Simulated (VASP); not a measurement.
Write the native input for VASP 6.6.1 that does the following.

```yaml
Task: single point
Functional: PBE
Potentials_or_basis: VASP PAW PBE potentials, release 64 (Li_sv)
Cutoff: 520 eV
k_mesh: 13 × 13 × 7
Occupations: fermi-dirac, width 0.1 eV
Spin: no spin polarisation
Dipole_correction: no
Further_INCAR_settings: ALGO = Normal; EDIFF = 1e-07; NBANDS = 10
```

The structure of Li lies in POSCAR:

```
Li
1.0
    2.9742892588      0.0000000000      0.0000000000
   -1.4871446294      2.5758100564      0.0000000000
    0.0000000000      0.0000000000      4.8517673082
Li
2
Direct
    0.3333333333      0.6666666667      0.2500000000
    0.6666666667      0.3333333333      0.7500000000
```

This cell differs from its parent crystal: volume scaled by 0.92.

The input as run:

INCAR

```
PREC     = Accurate       # precision mode
ENCUT    = 520            # plane-wave cutoff, eV
EDIFF    = 1E-7           # SCF threshold, eV
ISMEAR   = -1             # smearing method
SIGMA    = 0.1            # smearing width, eV
LREAL    = F              # projectors in reciprocal space
LASPH    = T              # aspherical terms in the spheres
NELM     = 60             # most SCF steps
ALGO     = Normal         # electronic algorithm
ISIF     = 2              # what is computed and relaxed
LWAVE    = F              # write WAVECAR
LCHARG   = F              # write CHGCAR
GGA      = PE             # functional
NBANDS   = 10             # bands
```

KPOINTS

```
regular mesh
0
Gamma
  13 13 7
```

Potentials or basis: VASP PAW PBE potentials, release 64 (Li_sv).

Launch:

```sh
$ cat potpaw_PBE.64/Li_sv/POTCAR > POTCAR
$ mpirun -np 1 vasp_std > vasp.out
```

It gave:

```yaml
Band_gap_on_the_k_mesh: zero (band 3 reaches 2.57 eV, above the bottom of band 4 at -1.30 eV)
```

Wall time 28 s on 1 thread of Intel Xeon 6975P-C, with other jobs on the host, peak memory 0.16 GiB.
